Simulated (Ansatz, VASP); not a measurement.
## MnO: VASP beside Ansatz

Contents of INCAR:

```
ALGO = Normal
EDIFF = 1E-6
ENCUT = 520
GGA = PE
ISIF = 2
ISMEAR = -1
ISPIN = 2
LASPH = T
LCHARG = F
LMAXMIX = 4
LORBIT = 11
LREAL = F
LWAVE = F
MAGMOM = 4 0
NBANDS = 20
NELM = 150
PREC = Accurate
SIGMA = 0.05
```

File KPOINTS:

```
k-points
0
Gamma
  9 9 9
```

Contents of POSCAR:

```
MnO
1.0
    0.0000000000      2.1794295487      2.2239077028
    2.1794295487      0.0000000000      2.2239077028
    2.1794295487      2.1794295487      0.0000000000
Mn O
1 1
Direct
    0.0000000000      0.0000000000      0.0000000000
    0.5000000000      0.5000000000      0.5000000000
```

input.yaml

```yaml
crystal:
  lattice:
    - [0.0, 2.1794295487, 2.2239077028]
    - [2.1794295487, 0.0, 2.2239077028]
    - [2.1794295487, 2.1794295487, 0.0]
  atoms:
    - { symbol: Mn, position: [0.0, 0.0, 0.0], spin: 4.0 }
    - { symbol: O, position: [0.5, 0.5, 0.5] }
hamiltonian:
  xc: pbe
  pseudopotentials: { kind: paw }
magnetization:
  spin_polarized: true
kpoints:
  mp_grid: { grid: [9, 9, 9] }
  band_path:
    path:
      - [[0.0, 0.0, 0.0], [0.0, 0.5, 0.5], [-0.2401, 0.5, 0.2599], [-0.37005, 0.37005, 0.0], [0.0, 0.0, 0.0], [0.5, 0.5, 0.0], [0.37005, 0.62995, 0.0], [0.0, 0.5, 0.0], [0.25, 0.75, 0.5], [0.5, 0.7599, 0.2599], [0.5, 0.5, 0.0]]
      - [[0.0, 0.5, 0.5], [0.25, 0.75, 0.5]]
    npoints: 14
scf:
  occupations: { method: fermi_dirac, width: 0.05 }
  n_extra_bands: 6
output:
  forces: true
  stress: true
  eigenvalues: true
  fatbands: false
  write_density: true
  write_potential: true
  elf: true
  volumetric_format: npy
```

Alike in both runs: functional PBE; k mesh 9 × 9 × 9; occupations fermi-dirac, width 0.05 eV; collinear spin.

|  | VASP | Ansatz |
| --- | --- | --- |
| version | VASP 6.6.1 | Ansatz 0.2.0 |
| potentials or method | VASP PAW PBE potentials, release 64 (Mn_pv, O) | Ansatz PAW |
| plane-wave cutoff (eV) | 520 | 420 |
| valence electrons in the cell | 19 | 21 |
| task | single point | band structure |

VASP gave:

| Item | Value |
| --- | --- |
| gap on the k mesh at the Fermi level (eV) | none |
| pressure (GPa) | 4.6 |
| traceless stress, the component that is largest in VASP (GPa) | -0.44 |
| net moment per atom (μB) | 2.33 |
| size of the moment on the site where the two differ most (μB) | 4.25 |

Question: Which values does Ansatz return?

Answer: gap on the k mesh at the Fermi level (eV): none; pressure (GPa): 4.3; traceless stress, the component that is largest in VASP (GPa): -0.36; net moment per atom (μB): 2.33; size of the moment on the site where the two differ most (μB): 3.94.

Site moments also hang on the region over which each program counts them. A gap of «none» marks a metal or a gap that the smearing closes. VASP's potentials hold 19 valence electrons a cell and Ansatz's 21, so a difference there can come from the potentials and not from the codes.
